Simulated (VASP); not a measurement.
# BaTiO3 (P4mm) in VASP: notebook, part 2 of 2

VASP 6.6.1. Earlier steps stand in the parts before.

**3. Single point, PBEsol+U**

The input, INCAR:

```
  PREC = Accurate
  ENCUT = 520
  EDIFF = 1E-6
  ISMEAR = -1
  SIGMA = 0.05
  LREAL = False
  LASPH = True
  NELM = 150
  ALGO = Normal
  ISIF = 2
  LWAVE = False
  LCHARG = False
  LMAXMIX = 4
  LDAU = True
  LDAUTYPE = 2
  LDAUL = -1 2 -1
  LDAUU = 0 4 0
  LDAUJ = 0 0 0
  LDAUPRINT = 1
  GGA = PS
  NBANDS = 28
```

The input, KPOINTS:

```
regular mesh
0
Gamma
  7 7 7
```

The input, POSCAR:

```
BaTiO3
1.0
    3.9998000000      0.0000000000      0.0000000000
    0.0000000000      3.9998000000      0.0000000000
    0.0000000000      0.0000000000      4.0180000000
Ba Ti O
1 1 3
Direct
    0.0000000000      0.0000000000      0.0000000000
    0.5000000000      0.5000000000      0.4900000000
    0.0000000000      0.5000000000      0.5170000000
    0.5000000000      0.0000000000      0.5170000000
    0.5000000000      0.5000000000      0.0190000000
```

Potentials or basis: VASP PAW PBE potentials, release 64 (Ba_sv, Ti_sv, O).

Command:

```bash
$ cat potpaw_PBE.64/Ba_sv/POTCAR potpaw_PBE.64/Ti_sv/POTCAR potpaw_PBE.64/O/POTCAR > POTCAR
$ mpirun -np 1 vasp_std > vasp.out
```

OUTCAR:

```text
PREC = Accurate
   ENCUT = 520
   EDIFF = 1E-6
   ISMEAR = -1
   LREAL = False
   LASPH = True
   NELM = 150
   ISIF = 2
   GGA = PS

 ion  position               nearest neighbor table
   1  0.000  0.000  0.000-   3 2.79   4 2.79   3 2.79   4 2.79   5 2.83   5 2.83   5 2.83   5 2.83
                             4 2.88   3 2.88   4 2.88   3 2.88   2 3.45   2 3.45   2 3.45   2 3.45
   2  0.500  0.500  0.490-   5 1.89   4 2.00   3 2.00   4 2.00   3 2.00   5 2.13   1 3.45   1 3.45
                             1 3.45   1 3.45   1 3.49   1 3.49   1 3.49   1 3.49
   3  0.000  0.500  0.517-   2 2.00   2 2.00   1 2.79   1 2.79   1 2.88   1 2.88
   4  0.500  0.000  0.517-   2 2.00   2 2.00   1 2.79   1 2.79   1 2.88   1 2.88
   5  0.500  0.500  0.019-   2 1.89   2 2.13   1 2.83   1 2.83   1 2.83   1 2.83

  LATTYP: Found a simple tetragonal cell.
 ALAT       =     3.9998000000
 C/A-ratio  =     1.0045502275

  Lattice vectors:

 A1 = (   3.9998000000,   0.0000000000,   0.0000000000)
 A2 = (   0.0000000000,   3.9998000000,   0.0000000000)
 A3 = (   0.0000000000,   0.0000000000,   4.0180000000)

Analysis of symmetry for initial positions (statically):
=====================================================================
 Subroutine PRICEL returns:
[... 219 lines left out ...]
 Fermi energy:         4.8107027311

 k-point     1 :       0.0000    0.0000    0.0000
  band No.  band energies     occupation
      1     -53.5798      2.00000
      2     -29.8822      2.00000
      3     -29.8545      2.00000
      4     -29.8545      2.00000
      5     -20.9688      2.00000
      6     -13.0623      2.00000
[... 733 lines left out ...]
     27      12.1412      0.00000
     28      12.5967      0.00000

 [... further k-points ...]

------------------------ aborting loop because EDIFF is reached ----------------------------------------

  FORCE on cell =-STRESS in cart. coord.  units (eV):
  Direction    XX          YY          ZZ          XY          YZ          ZX
  --------------------------------------------------------------------------------------
  -------------------------------------------------------------------------------------
  Total        0.3567617      0.3567617      0.8720174      0.0000000     -0.0000000      0.0000000
  in kB        8.8920577      8.8920577     21.7344788      0.0000000     -0.0000000      0.0000000
  external PRESSURE =      13.1728647 kB  Pullay stress =       0.0000000 kB

 VOLUME and BASIS-vectors are now :
 -----------------------------------------------------------------------------
  energy-cutoff  :      520.00
  volume of cell :       64.28
      direct lattice vectors                 reciprocal lattice vectors
     3.999800000  0.000000000  0.000000000     0.250012501  0.000000000  0.000000000
     0.000000000  3.999800000  0.000000000     0.000000000  0.250012501  0.000000000
     0.000000000  0.000000000  4.018000000     0.000000000  0.000000000  0.248880040

 POSITION                                       TOTAL-FORCE (eV/Angst)
 -----------------------------------------------------------------------------------
      0.00000      0.00000      0.00000         0.000000      0.000000      0.048643
      1.99990      1.99990      1.96882         0.000000      0.000000      0.443586
      0.00000      1.99990      2.07731        -0.000000     -0.000000     -0.133419
      1.99990      0.00000      2.07731         0.000000      0.000000     -0.133419
      1.99990      1.99990      0.07634         0.000000     -0.000000     -0.225391
 -----------------------------------------------------------------------------------
    total drift:                                0.000000      0.000000      0.000227

  FREE ENERGIE OF THE ION-ELECTRON SYSTEM (eV)
  ---------------------------------------------------
  free  energy   TOTEN  =       -39.2662292435 eV

  energy  without entropy=      -39.2662292434  energy(sigma->0) =      -39.26622924
```

OSZICAR:

```text
N       E                     dE             d eps       ncg     rms          rms(c)
DAV:   1     0.437598119513E+03    0.43760E+03   -0.20863E+04  2240   0.155E+03
DAV:   2    -0.697125606975E+01   -0.44457E+03   -0.42636E+03  2604   0.430E+02
DAV:   3    -0.485864629038E+02   -0.41615E+02   -0.41282E+02  3168   0.131E+02
DAV:   4    -0.504648610201E+02   -0.18784E+01   -0.18744E+01  3352   0.235E+01
DAV:   5    -0.505265770173E+02   -0.61716E-01   -0.61704E-01  3040   0.331E+00    0.230E+01
DAV:   6    -0.391930139178E+02    0.11334E+02   -0.53035E+01  3288   0.665E+01    0.909E+00
DAV:   7    -0.393341503646E+02   -0.14114E+00   -0.65913E+00  2828   0.148E+01    0.561E+00
DAV:   8    -0.393180074786E+02    0.16143E-01   -0.14708E+00  2804   0.103E+01    0.227E+00
DAV:   9    -0.392685843954E+02    0.49423E-01   -0.21766E-01  2748   0.465E+00    0.989E-01
DAV:  10    -0.392806461075E+02   -0.12062E-01   -0.12258E-01  2540   0.214E+00    0.101E+00
DAV:  11    -0.392665350039E+02    0.14111E-01   -0.64644E-02  2912   0.223E+00    0.200E-01
DAV:  12    -0.392662055144E+02    0.32949E-03   -0.34322E-03  2676   0.576E-01    0.450E-02
DAV:  13    -0.392662294743E+02   -0.23960E-04   -0.26890E-04  2868   0.118E-01    0.311E-02
DAV:  14    -0.392662324206E+02   -0.29463E-05   -0.47354E-05  3268   0.680E-02    0.149E-02
DAV:  15    -0.392662291081E+02    0.33125E-05   -0.13655E-05  2900   0.320E-02    0.398E-03
DAV:  16    -0.392662292435E+02   -0.13543E-06   -0.24479E-06  2092   0.162E-02
   1 F= -.39266229E+02 E0= -.39266229E+02  d E =-.897251E-10
```

Wall time 42 s (1 thread of Intel Xeon Platinum 8488C (Sapphire Rapids), shared host); peak memory 0.22 GiB.

Results:

| Property | Result |
| --- | --- |
| Free energy | -39.2662 eV |
| Pressure | 1.3 GPa |
| Largest force | 0.444 eV/Å |
| Band gap on the k mesh | 2.30 eV (least direct gap 2.51 eV) |

Forces on the atoms (eV/Å):
```
Ba   0.000  0.000  0.049
Ti   0.000  0.000  0.444
O    0.000  0.000 -0.133
O    0.000  0.000 -0.133
O    0.000  0.000 -0.225
```

Stress tensor (GPa, compression positive):
```
0.89 0.00 0.00
0.00 0.89 0.00
0.00 0.00 2.17
```

Eigenvalues of the final occupation matrices:
```csv
site,spin,trace,eigenvalues
site 2 d,1,0.80,0.10 0.11 0.11 0.24 0.24
site 2 d,2,0.80,0.10 0.11 0.11 0.24 0.24
```

Caveat: the PAW data sets were made with another functional, which shifts forces and pressure a little; spin-orbit coupling is left out, which moves the levels of the heavy elements.
